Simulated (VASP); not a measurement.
A run of VASP 6.6.1:

File INCAR:

```
PREC = Accurate ; ENCUT = 600
EDIFF = 1E-6 ; ISMEAR = 0
SIGMA = 0.02 ; LREAL = F
LASPH = T ; NELM = 120
ALGO = Normal ; ISIF = 2
LWAVE = F ; LCHARG = F
GGA = PS ; NBANDS = 15
GGA_COMPAT = F
```

Contents of KPOINTS:

```
Automatic mesh
0
Gamma
  8 8 8
```

POSCAR

```
SrO
1.0
    0.0000000000      2.5614471197      2.5614471197
    2.5614471197      0.0000000000      2.5614471197
    2.5614471197      2.5614471197      0.0000000000
Sr O
1 1
Direct
    0.5000000000      0.5000000000      0.5000000000
    0.0000000000      0.0000000000      0.0000000000
```

Potentials or basis: VASP PAW PBE potentials, release 64 (Sr_sv, O).

Run with:

```sh
$ cat potpaw_PBE.64/Sr_sv/POTCAR potpaw_PBE.64/O/POTCAR > POTCAR
$ mpirun -np 1 vasp_std > vasp.out
```

Hardware: 1 thread of Intel Xeon 6975P-C, on a shared host.

Task: Estimate the wall time of this run.

Result: Run time: 21 s on 1 thread of Intel Xeon 6975P-C, on a shared host, peak memory 0.18 GiB. Counts: scf iterations 13, k points 29.
